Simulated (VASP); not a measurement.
# Si (a cell with a defect): relaxation of the atoms with PBEsol

System: Si (a cell with a defect).

```
Si
1.0
     0.00000    5.43000    5.43000
     5.43000    0.00000    5.43000
     5.43000    5.43000    0.00000
Si
17
Direct
  0.00000 0.00000 0.00000
  0.12500 0.12500 0.12500
  0.00000 0.00000 0.50000
  0.12500 0.12500 0.62500
  0.00000 0.50000 0.00000
  0.12500 0.62500 0.12500
  0.00000 0.50000 0.50000
  0.12500 0.62500 0.62500
  0.50000 0.00000 0.00000
  0.62500 0.12500 0.12500
  0.50000 0.00000 0.50000
  0.62500 0.12500 0.62500
  0.50000 0.50000 0.00000
  0.62500 0.62500 0.12500
  0.50000 0.50000 0.50000
  0.62500 0.62500 0.62500
  0.36766 0.87846 0.38246
```

```yaml
Program: VASP 6.6.1
Task: relaxation of the atoms
Functional: PBEsol
Potentials_or_basis: VASP PAW PBE potentials, release 64 (Si)
Cutoff: 520 eV
k_mesh: 2 × 2 × 2
Occupations: gaussian, width 0.02 eV
Spin: no spin polarisation
Dipole_correction: no
Further_INCAR_settings: LREAL = Auto; ALGO = Normal; EDIFF = 1e-07; IBRION = 2; EDIFFG = -0.03; NSW = 80
```

```json
{"Energy gained by relaxing": "7.8 meV/atom", "Ionic steps": "7", "Pressure after relaxing": "3.5 GPa", "Largest force after relaxing": "0.023 eV/Å", "Band gap on the k mesh": "zero (bands 34 and 35 overlap by 0.25 eV)"}
```

Forces on the atoms (eV/Å):
```
Si  -0.002 -0.007  0.008
Si   0.011  0.008 -0.014
Si   0.005  0.008  0.003
Si  -0.011 -0.004 -0.003
Si  -0.004  0.000  0.004
Si  -0.003  0.001  0.001
Si   0.002  0.009 -0.008
Si   0.007 -0.012  0.009
Si  -0.004 -0.014  0.011
Si   0.006  0.012 -0.008
Si   0.015  0.003 -0.002
Si  -0.009 -0.004  0.002
Si   0.000 -0.006 -0.002
Si   0.006  0.005 -0.002
Si   0.000  0.011 -0.015
Si   0.002 -0.009  0.010
Si  -0.022 -0.003  0.006
```

The path:
```tsv
step	energy change (eV)	largest force (eV/Å)	pressure (GPa)
1	0.0000	1.1707	4.00
2	-0.1280	0.1748	3.53
3	-0.1285	0.1913	3.50
4	-0.1323	0.0862	3.50
5	-0.1324	0.0914	3.50
6	-0.1333	0.0445	3.51
7	-0.1334	0.0229	3.52
```

Final structure:
```
CELL_PARAMETERS angstrom
0.00000 5.43000 5.43000
5.43000 0.00000 5.43000
5.43000 5.43000 0.00000
ATOMIC_POSITIONS crystal
Si 0.00037 0.99849 0.00070
Si 0.12176 0.12806 0.12217
Si 0.99194 0.00267 0.50258
Si 0.12179 0.12813 0.62816
Si 0.00027 0.50049 0.00059
Si 0.12508 0.62497 0.12491
Si 0.00043 0.50066 0.49839
Si 0.12176 0.62208 0.62812
Si 0.50150 0.00147 0.99552
Si 0.62794 0.12804 0.12216
Si 0.50250 0.00234 0.50228
Si 0.62322 0.12584 0.62684
Si 0.49873 0.50044 0.00054
Si 0.62787 0.62205 0.12216
Si 0.50186 0.49455 0.50175
Si 0.62797 0.62206 0.62811
Si 0.37266 0.87610 0.37746
```

Levels at points of the mesh, in eV from the Fermi level:
| k point | band 31 | band 32 | band 33 | band 34 | band 35 | band 36 | band 37 | band 38 |
| --- | --- | --- | --- | --- | --- | --- | --- | --- |
| (0.00, 0.00, 0.00) | -0.78 | -0.78 | -0.77 | -0.25 | -0.24 | -0.24 | 0.03 | 0.04 |
| (0.50, 0.00, 0.00) | -1.52 | -1.37 | -1.37 | -0.34 | 0.51 | 0.52 | 0.86 | 0.86 |
| (0.00, 0.50, 0.00) | -1.52 | -1.37 | -1.37 | -0.34 | 0.50 | 0.52 | 0.86 | 0.86 |
| (0.00, 0.00, 0.50) | -1.52 | -1.37 | -1.37 | -0.34 | 0.50 | 0.52 | 0.86 | 0.87 |
| (0.50, 0.50, 0.50) | -1.52 | -1.37 | -1.37 | -0.34 | 0.50 | 0.52 | 0.86 | 0.86 |
| (0.50, 0.50, 0.00) | -1.96 | -1.83 | -0.97 | 0.01 | 0.71 | 1.03 | 1.04 | 1.13 |
| (0.00, 0.50, 0.50) | -1.96 | -1.83 | -0.97 | 0.01 | 0.71 | 1.03 | 1.04 | 1.13 |
| (0.50, 0.00, 0.50) | -1.96 | -1.83 | -0.97 | 0.01 | 0.71 | 1.03 | 1.03 | 1.13 |

Run time: 22 min on 1 thread of Oxide Virtual Turin-like Processor, on a shared host, peak memory 0.5 GiB.

Caveat: the k points lie up to 0.50 Å⁻¹ apart; the PAW data sets were made with another functional, which shifts forces and pressure a little.
